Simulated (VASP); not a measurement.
# HfH2 (I4/mmm) in VASP: notebook

The runs below take HfH2 through relaxation of shape and atoms at fixed volume, with PBEsol.

All numbers are computed with VASP 6.6.1; they aren't measurements. Logs are shortened: lines on timing, memory, paths and dates and some standing lists are left out, and cuts for length are marked.

## 1. The cell of the first run

It takes space group I4/mmm (No. 139, tetragonal). The conventional cell has a = 3.356 Å, b = 3.356 Å, c = 3.973 Å, α = 90.00°, β = 90.00°, γ = 90.00°. Within 2.6 Å of Hf (site symmetry 4/mmm) lie 8 H at 1.95 Å. H (site symmetry -4m2) has 4 Hf at 1.95 Å and 6 H at 1.99 to 2.37 Å within 2.6 Å.

## 2. Relaxation of shape and atoms at fixed volume, PBEsol (7.46 Å³/atom)

File INCAR:

```
PREC = Accurate ; ENCUT = 600
EDIFF = 1E-6 ; ISMEAR = 0
SIGMA = 0.1 ; LREAL = F
LASPH = T ; NELM = 60
ALGO = Normal ; ISIF = 4
LWAVE = F ; LCHARG = F
GGA = PS ; IBRION = 2
NSW = 50 ; EDIFFG = -0.01
```

File KPOINTS:

```
Automatic mesh
0
Gamma
  16 16 16
```

File POSCAR:

```
HfH2
1.0
   -1.6781068506      1.6781068506      1.9865707388
    1.6781068506     -1.6781068506      1.9865707388
    1.6781068506      1.6781068506     -1.9865707388
Hf H
1 2
Direct
    0.0000000000      0.0000000000      0.0000000000
    0.7500000000      0.2500000000      0.5000000000
    0.2500000000      0.7500000000      0.5000000000
```

Potentials or basis: VASP PAW PBE potentials, release 64 (Hf_pv, H).

The run is started by

```sh
> cat potpaw_PBE.64/Hf_pv/POTCAR potpaw_PBE.64/H/POTCAR > POTCAR
> mpirun -np 1 vasp_std > vasp.out
```

OUTCAR:

```text
PREC = Accurate
   ENCUT = 600
   EDIFF = 1E-6
   ISMEAR = 0
   LREAL = F
   LASPH = T
   NELM = 60
   ISIF = 4
   GGA = PS
   IBRION = 2
   NSW = 50
   EDIFFG = -0.01

 ion  position               nearest neighbor table
   1  0.000  0.000  0.000-   2 1.95   3 1.95   2 1.95   3 1.95   2 1.95   3 1.95   2 1.95   3 1.95

   2  0.750  0.250  0.500-   1 1.95   1 1.95   1 1.95   1 1.95
   3  0.250  0.750  0.500-   1 1.95   1 1.95   1 1.95   1 1.95

  LATTYP: Found a body centered tetragonal cell.
 ALAT       =     3.3562137012
 C/A-ratio  =     1.1838165955

  Lattice vectors:

 A1 = (  -1.6781068506,   1.6781068506,   1.9865707388)
 A2 = (   1.6781068506,  -1.6781068506,   1.9865707388)
 A3 = (   1.6781068506,   1.6781068506,  -1.9865707388)

Analysis of symmetry for initial positions (statically):
=====================================================================
 Subroutine PRICEL returns:
 Original cell was already a primitive cell.

 Routine SETGRP: Setting up the symmetry group for a
 body centered tetragonal supercell.

 Subroutine GETGRP returns: Found 16 space group operations
 (whereof 16 operations were pure point group operations)
 out of a pool of 16 trial point group operations.

The static configuration has the point symmetry D_4h.

Analysis of symmetry for dynamics (positions and initial velocities):
=====================================================================
 Subroutine PRICEL returns:
 Original cell was already a primitive cell.

 Routine SETGRP: Setting up the symmetry group for a
 body centered tetragonal supercell.

 Subroutine GETGRP returns: Found 16 space group operations
 (whereof 16 operations were pure point group operations)
 out of a pool of 16 trial point group operations.

The dynamic configuration has the point symmetry D_4h.

 Subroutine INISYM returns: Found 16 space group operations
 (whereof 16 operations are pure point group operations),
 and found     1 'primitive' translations

----------------------------------------------------------------------------------------

                                     Primitive cell

  volume of cell :      22.3771

  direct lattice vectors                    reciprocal lattice vectors
    -1.678106851  1.678106851  1.986570739     0.000000000  0.297954805  0.251690005
     1.678106851 -1.678106851  1.986570739     0.297954805  0.000000000  0.251690005
     1.678106851  1.678106851 -1.986570739     0.297954805  0.297954805  0.000000000

  length of vectors
     3.094923021  3.094923021  3.094923021     0.390031954  0.390031954  0.421371727

  position of ions in fractional coordinates (direct lattice)
     0.000000000  0.000000000  0.000000000
     0.750000000  0.250000000  0.500000000
     0.250000000  0.750000000  0.500000000

  ion indices of the primitive-cell ions
   primitive index   ion index
                 1           1
                 2           2
                 3           3

----------------------------------------------------------------------------------------

 KPOINTS: Automatic mesh

Automatic generation of k-mesh.
 Grid dimensions read from file:
 generate k-points for:   16   16   16

 Generating k-lattice:

  Cartesian coordinates                     Fractional coordinates (reciprocal lattice)
     0.000000000  0.018622175  0.015730625     0.062500000  0.000000000 -0.000000000
     0.018622175  0.000000000  0.015730625     0.000000000  0.062500000 -0.000000000
     0.018622175  0.018622175  0.000000000     0.000000000  0.000000000  0.062500000

  Length of vectors
     0.024376997  0.024376997  0.026335733

  Shift w.r.t. Gamma in fractional coordinates (k-lattice)
     0.000000000  0.000000000  0.000000000

 Subroutine IBZKPT returns following result:
 ===========================================

 Found    349 irreducible k-points:

 Following reciprocal coordinates:
            Coordinates               Weight
  0.000000  0.000000  0.000000      1.000000
  0.062500 -0.000000  0.000000      8.000000
  0.125000 -0.000000  0.000000      8.000000
  0.187500  0.000000 -0.000000      8.000000
  0.250000 -0.000000  0.000000      8.000000
  0.312500 -0.000000  0.000000      8.000000
[... 16 lines left out ...]
 -0.125000  0.062500 -0.000000     16.000000
 -0.062500  0.062500  0.000000      4.000000
 [... further k-points ...]
   k-points           NKPTS =    349   k-points in BZ     NKDIM =    349   number of bands    NBANDS=     10
   number of dos      NEDOS =    301   number of ions     NIONS =      3
   total plane-waves  NPLWV =  21952
   dimension x,y,z NGX =    28 NGY =   28 NGZ =   28
   dimension x,y,z NGXF=    56 NGYF=   56 NGZF=   56
   ions per type =               1   2
   NGX,Y,Z   is equivalent  to a cutoff of  15.04, 15.04, 15.04 a.u.
   NGXF,Y,Z  is equivalent  to a cutoff of  30.08, 30.08, 30.08 a.u.
 SYSTEM =  unknown system
   PREC   = accura    normal or accurate (medium, high low for compatibility)
   ISTART =      0    job   : 0-new  1-cont  2-samecut
   ICHARG =      2    charge: 1-file 2-atom 10-const
   ISPIN  =      1    spin polarized calculation?
   LNONCOLLINEAR =      F non collinear calculations
   LSORBIT =      F    spin-orbit coupling
   LASPH  =      T    aspherical Exc in radial PAW
   ENCUT  =  600.0 eV  44.10 Ry    6.64 a.u.   6.18  6.18  6.18*2*pi/ulx,y,z
   NELM   =     60;   NELMIN=  2; NELMDL= -5     # of ELM steps
   EDIFF  = 0.1E-05   stopping-criterion for ELM
   LREAL  =      F    real-space projection
   EDIFFG = -.1E-01   stopping-criterion for IOM
   NSW    =     50    number of steps for IOM
   IBRION =      2    ionic relax: 0-MD 1-quasi-New 2-CG
   NFREE  =      1    steps in history (QN), initial steepest desc. (CG)
   ISIF   =      4    stress and relaxation
   ISYM   =      2    0-nonsym 1-usesym 2-fastsym
   POTIM  = 0.5000    time-step for ionic-motion
   TEBEG  =    0.0;   TEEND  =   0.0 temperature during run
   PSTRESS=    0.0 pullay stress
   NELECT =      12.0000    total number of electrons
   NUPDOWN=      -1.0000    fix difference up-down
   EMIN   =  10.00;   EMAX   =-10.00  energy-range for DOS
   EFERMI =   0.00;   METHOD = LEGACY
   ISMEAR =     0;   SIGMA  =   0.10  broadening in eV -4-tet -1-fermi 0-gaus
   EFERMI_NEDOS =   21; number of points for ismear=-14 and -15
   IALGO  =     38    algorithm
   IMIX   =      4    mixing-type and parameters
     AMIX     =   0.40;   BMIX     =  1.00
     AMIX_MAG =   1.60;   BMIX_MAG =  1.00
  volume/ion in A,a.u.               =       7.46        50.34
  Fermi-wavevector in a.u.,A,eV,Ry     =   1.330049  2.513427 24.069103  1.769029
  Thomas-Fermi vector in A             =   2.459165
   LORBIT       =      0    0 simple, 1 ext, 2 COOP (PROOUT), +10 PAW based schemes
   GGA     = PS    functional components
   LHFCALC =     F    Hartree Fock is set to
   AEXX    =    0.0000 exact exchange contribution
   IVDW    =     0    specifies the selected vdW correction
   LEPSILON=     F    determine dielectric tensor
   LRPA    =     F    only Hartree local field effects (RPA)
 conjugate gradient relaxation of ions
 non-spin polarized calculation
 Gauss-broadening in eV      SIGMA  =   0.10
  energy-cutoff  :      600.00
  volume of cell :       22.38
 maximum number of plane-waves:       760
 NGX is ok and might be reduce to    28
   NGX = 13   NGY = 13   NGZ = 13

--------------------------------------- Ionic step        1  -------------------------------------------

 number of electron      12.0000000 magnetization

 Free energy of the ion-electron system (eV)
  ---------------------------------------------------
  ext. energy  EPLUGINS =         0.00000000
  ---------------------------------------------------
  free energy    TOTEN  =       -18.58879779 eV

  energy without entropy =      -18.58657728  energy(sigma->0) =      -18.58768754

------------------------ aborting loop because EDIFF is reached ----------------------------------------

  FORCE on cell =-STRESS in cart. coord.  units (eV):
  Direction    XX          YY          ZZ          XY          YZ          ZX
  --------------------------------------------------------------------------------------
  -------------------------------------------------------------------------------------
  Total        3.4576936      3.4576936      3.3123761      0.0000000      0.0000000     -0.0000000
  in kB      247.5676184    247.5676184    237.1630261      0.0000000      0.0000000     -0.0000000
  external PRESSURE =     244.0994209 kB  Pullay stress =       0.0000000 kB
[... 59 lines left out ...]
  energy  without entropy=      -18.5868289959  energy(sigma->0) =      -18.58791511

--------------------------------------- Ionic step        3  -------------------------------------------

 number of electron      12.0000000 magnetization

 Free energy of the ion-electron system (eV)
  ---------------------------------------------------
  ext. energy  EPLUGINS =         0.00000000
  ---------------------------------------------------
  free energy    TOTEN  =       -18.58931978 eV

  energy without entropy =      -18.58729766  energy(sigma->0) =      -18.58830872

 E-fermi :   6.3193     XC(G=0): -12.3024

 val. band max:        6.3153075581   @ k =  -0.1875  -0.1875   0.1250
 cond. band min:       6.3292415772   @ k =  -0.1875   0.4375   0.1250
 fundamental gap:      0.0139340191
 Fermi energy:         6.3193384112

 k-point     1 :       0.0000    0.0000    0.0000
  band No.  band energies     occupation
      1     -23.9863      2.00000
      2     -23.9863      2.00000
      3     -23.9037      2.00000
      4      -5.8120      2.00000
      5       5.4191      2.00000
      6       5.8293      2.00000
      7       5.8293      2.00000
      8       7.1811      0.00000
      9       8.0341      0.00000
     10      10.0573      0.00000
[... 287 lines left out ...]
 k-point    24 :      -0.0625    0.0625    0.0000
  band No.  band energies     occupation
      1     -24.0301      2.00000
      2     -23.9909      2.00000
      3     -23.9177      2.00000
      4      -5.6493      2.00000
      5       4.1700      2.00000
      6       5.9783      2.00000
      7       7.2388      0.00000
      8       7.2470      0.00000
      9       7.8876      0.00000
     10       9.8690      0.00000

 [... further k-points ...]

------------------------ aborting loop because EDIFF is reached ----------------------------------------

  FORCE on cell =-STRESS in cart. coord.  units (eV):
  Direction    XX          YY          ZZ          XY          YZ          ZX
  --------------------------------------------------------------------------------------
  -------------------------------------------------------------------------------------
  Total        3.3800317      3.3800317      3.3593537      0.0000000      0.0000000     -0.0000000
  in kB      242.0071008    242.0071008    240.5265781      0.0000000      0.0000000     -0.0000000
  external PRESSURE =     241.5135933 kB  Pullay stress =       0.0000000 kB
[... 18 lines left out ...]
  FREE ENERGIE OF THE ION-ELECTRON SYSTEM (eV)
  ---------------------------------------------------
  free  energy   TOTEN  =       -18.5893197791 eV

  energy  without entropy=      -18.5872976557  energy(sigma->0) =      -18.58830872

 reached required accuracy - stopping structural energy minimisation
```

It took 71 s on 1 thread of Intel Xeon 6975P-C (Granite Rapids), shared host; peak memory 0.26 GiB.

What came out:

```yaml
Free_energy: -18.5893 eV
Energy_gained_by_relaxing: 0.2 meV/atom
Ionic_steps: 3
Pressure_after_relaxing: 24.2 GPa
Band_gap_on_the_k_mesh: zero (bands 6 and 7 overlap by 1.31 eV)
```

Stress tensor (GPa, compression positive):
```
24.20  0.00  0.00
 0.00 24.20  0.00
 0.00  0.00 24.05
```

The path:
```tsv
step	energy change (eV)	largest force (eV/Å)	pressure (GPa)	volume (Å³)
1	0.0000	0.0000	24.41	22.38
2	-0.0002	0.0000	24.33	22.38
3	-0.0005	0.0000	24.15	22.38
```

Final structure:
```
CELL_PARAMETERS angstrom
-1.68335 1.68335 1.97421
1.68335 -1.68335 1.97421
1.68335 1.68335 -1.97421
ATOMIC_POSITIONS crystal
Hf 0.00000 0.00000 0.00000
H 0.75000 0.25000 0.50000
H 0.25000 0.75000 0.50000
```

Caveat: the PAW data sets were made with another functional, which shifts forces and pressure a little; spin-orbit coupling is left out, which moves the levels of the heavy elements.

## 3. Relaxation of shape and atoms at fixed volume, PBEsol (7.71 Å³/atom)

This run uses another cell than the first one, of 7.71 Å³/atom.

File INCAR:

```
SYSTEM = HfH2
  PREC = Accurate
  ENCUT = 600
  EDIFF = 1E-7
  ISMEAR = 0
  SIGMA = 0.1
  LREAL = .False.
  LASPH = .True.
  NELM = 80
  ALGO = Normal
  ISIF = 4
  LWAVE = .False.
  LCHARG = .False.
  GGA = PS
  IBRION = 2
  NSW = 50
  EDIFFG = -0.01
```

File KPOINTS:

```
Automatic mesh
0
Gamma
  16 16 16
  0 0 0
```

File POSCAR:

```
HfH2
1.0
   -1.6902716305      1.6902716305      2.0248318821
    1.6902716305     -1.6902716305      2.0248318821
    1.6902716305      1.6902716305     -2.0248318821
Hf H
1 2
Direct
    0.0000000000      0.0000000000      0.0000000000
    0.7500000000      0.2500000000      0.5000000000
    0.2500000000      0.7500000000      0.5000000000
```

Potentials or basis: VASP PAW PBE potentials, release 64 (Hf_pv, H).

The run is started by

```sh
> cat potpaw_PBE.64/Hf_pv/POTCAR potpaw_PBE.64/H/POTCAR > POTCAR
> mpirun -np 1 vasp_std > vasp.out
```

OUTCAR:

```text
SYSTEM = HfH2
   PREC = Accurate
   ENCUT = 600
   EDIFF = 1E-7
   ISMEAR = 0
   LREAL = .False.
   LASPH = .True.
   NELM = 80
   ISIF = 4
   GGA = PS
   IBRION = 2
   NSW = 50
   EDIFFG = -0.01

 ion  position               nearest neighbor table
   1  0.000  0.000  0.000-   2 1.97   3 1.97   2 1.97   3 1.97   2 1.97   3 1.97   2 1.97   3 1.97

   2  0.750  0.250  0.500-   1 1.97   1 1.97   1 1.97   1 1.97
   3  0.250  0.750  0.500-   1 1.97   1 1.97   1 1.97   1 1.97

  LATTYP: Found a body centered tetragonal cell.
 ALAT       =     3.3805432610
 C/A-ratio  =     1.1979328325

  Lattice vectors:

 A1 = (  -1.6902716305,   1.6902716305,   2.0248318821)
 A2 = (   1.6902716305,  -1.6902716305,   2.0248318821)
 A3 = (   1.6902716305,   1.6902716305,  -2.0248318821)

Analysis of symmetry for initial positions (statically):
=====================================================================
 Subroutine PRICEL returns:
 Original cell was already a primitive cell.

 Routine SETGRP: Setting up the symmetry group for a
 body centered tetragonal supercell.

 Subroutine GETGRP returns: Found 16 space group operations
 (whereof 16 operations were pure point group operations)
 out of a pool of 16 trial point group operations.

The static configuration has the point symmetry D_4h.

[... 236 lines left out ...]
--------------------------------------- Ionic step        3  -------------------------------------------

 number of electron      12.0000002 magnetization

 Free energy of the ion-electron system (eV)
  ---------------------------------------------------
  ext. energy  EPLUGINS =         0.00000000
  ---------------------------------------------------
  free energy    TOTEN  =       -18.68600656 eV

  energy without entropy =      -18.68367687  energy(sigma->0) =      -18.68484171

 E-fermi :   6.0958     XC(G=0): -12.1413

 val. band max:        6.0839659868   @ k =  -0.1875   0.1875   0.0000
 cond. band min:       6.0981492203   @ k =  -0.1875  -0.1875   0.1250
 fundamental gap:      0.0141832334
 Fermi energy:         6.0958256829

 k-point     1 :       0.0000    0.0000    0.0000
  band No.  band energies     occupation
      1     -24.3481      2.00000
      2     -24.3481      2.00000
      3     -24.2711      2.00000
      4      -5.8672      2.00000
      5       5.1039      2.00000
      6       5.5941      2.00000
      7       5.5941      2.00000
      8       6.8272      0.00000
      9       7.8395      0.00000
     10       9.7360      0.00000
[... 287 lines left out ...]
 k-point    24 :      -0.0625    0.0625    0.0000
  band No.  band energies     occupation
      1     -24.3866      2.00000
      2     -24.3526      2.00000
      3     -24.2838      2.00000
      4      -5.7109      2.00000
      5       3.9150      2.00000
      6       5.7356      2.00000
      7       6.8864      0.00000
      8       6.9475      0.00000
      9       7.6937      0.00000
     10       9.5654      0.00000

 [... further k-points ...]

------------------------ aborting loop because EDIFF is reached ----------------------------------------

  FORCE on cell =-STRESS in cart. coord.  units (eV):
  Direction    XX          YY          ZZ          XY          YZ          ZX
  --------------------------------------------------------------------------------------
  -------------------------------------------------------------------------------------
  Total        2.4050037      2.4050037      2.3802759      0.0000000     -0.0000000      0.0000000
  in kB      166.5192178    166.5192178    164.8070997      0.0000000     -0.0000000      0.0000000
  external PRESSURE =     165.9485118 kB  Pullay stress =       0.0000000 kB
[... 18 lines left out ...]
  FREE ENERGIE OF THE ION-ELECTRON SYSTEM (eV)
  ---------------------------------------------------
  free  energy   TOTEN  =       -18.6860065582 eV

  energy  without entropy=      -18.6836768672  energy(sigma->0) =      -18.68484171

 reached required accuracy - stopping structural energy minimisation
```

OSZICAR:

```text
N       E                     dE             d eps       ncg     rms          rms(c)
DAV:   1     0.136243296136E+02    0.13624E+02   -0.75222E+03  6988   0.127E+03
DAV:   2    -0.189810117263E+02   -0.32605E+02   -0.31656E+02  8972   0.195E+02
[... 18 lines left out ...]
   2 F= -.18685754E+02 E0= -.18684548E+02  d E =-.153489E-03
       N       E                     dE             d eps       ncg     rms          rms(c)
DAV:   1    -0.186865794734E+02   -0.82550E-03   -0.69265E-02  7002   0.243E+00    0.239E-01
DAV:   2    -0.186861890945E+02    0.39038E-03   -0.59154E-04  8884   0.244E-01    0.904E-02
DAV:   3    -0.186860133616E+02    0.17573E-03   -0.18127E-04  9742   0.128E-01    0.370E-02
DAV:   4    -0.186860064830E+02    0.68787E-05   -0.25234E-05  9834   0.485E-02    0.232E-02
DAV:   5    -0.186860065582E+02   -0.75264E-07   -0.94587E-07  7544   0.882E-03
   3 F= -.18686007E+02 E0= -.18684842E+02  d E =-.406069E-03
```

CONTCAR:

```text
HfH2
   1.00000000000000
    -1.6948580515223166    1.6948580515223166    2.0138879966407668
     1.6948580515223166   -1.6948580515223166    2.0138879966407668
     1.6948580515223166    1.6948580515223166   -2.0138879966407668
  Hf              H
     1     2
Direct
     0.0000000000000000    0.0000000000000000    0.0000000000000000
     0.7500000000000000    0.2500000000000000    0.5000000000000000
     0.2500000000000000    0.7500000000000000    0.5000000000000000

  0.00000000E+00  0.00000000E+00  0.00000000E+00
  0.00000000E+00  0.00000000E+00  0.00000000E+00
  0.00000000E+00  0.00000000E+00  0.00000000E+00
```

It took 76 s on 1 thread of Intel Xeon 6975P-C (Granite Rapids), shared host; peak memory 0.26 GiB.

What came out:

```
Free energy               : -18.6860 eV
Energy gained by relaxing : 0.1 meV/atom
Ionic steps               : 3
Pressure after relaxing   : 16.6 GPa
Band gap on the k mesh    : zero (bands 6 and 7 overlap by 1.31 eV)
```

The path:
```csv
step,energy change (eV),largest force (eV/Å),pressure (GPa),volume (Å³)
1,0.0000,0.0000,16.77,23.14
2,-0.0002,0.0000,16.73,23.14
3,-0.0004,0.0000,16.59,23.14
```

Final structure:
```
Hf H
1.0
    -1.69486    1.69486    2.01389
     1.69486   -1.69486    2.01389
     1.69486    1.69486   -2.01389
Hf H
1 2
Direct
  0.00000 0.00000 0.00000
  0.75000 0.25000 0.50000
  0.25000 0.75000 0.50000
```

Levels at points of the mesh, in eV from the Fermi level:
```tsv
k point	band 3	band 4	band 5	band 6	band 7	band 8	band 9	band 10
(0.00, 0.00, 0.00)	-30.37	-11.96	-0.99	-0.50	-0.50	0.73	1.74	3.64
(0.50, 0.00, 0.00)	-30.43	-8.97	-5.02	-1.22	1.11	4.16	4.83	5.97
(0.50, 0.50, 0.00)	-30.56	-6.89	-5.80	-4.63	4.31	4.50	6.44	7.08
(0.50, 0.50, 0.50)	-30.90	-8.65	-4.26	-3.56	5.46	5.53	5.53	6.08
```

Caveat: the PAW data sets were made with another functional, which shifts forces and pressure a little; spin-orbit coupling is left out, which moves the levels of the heavy elements.
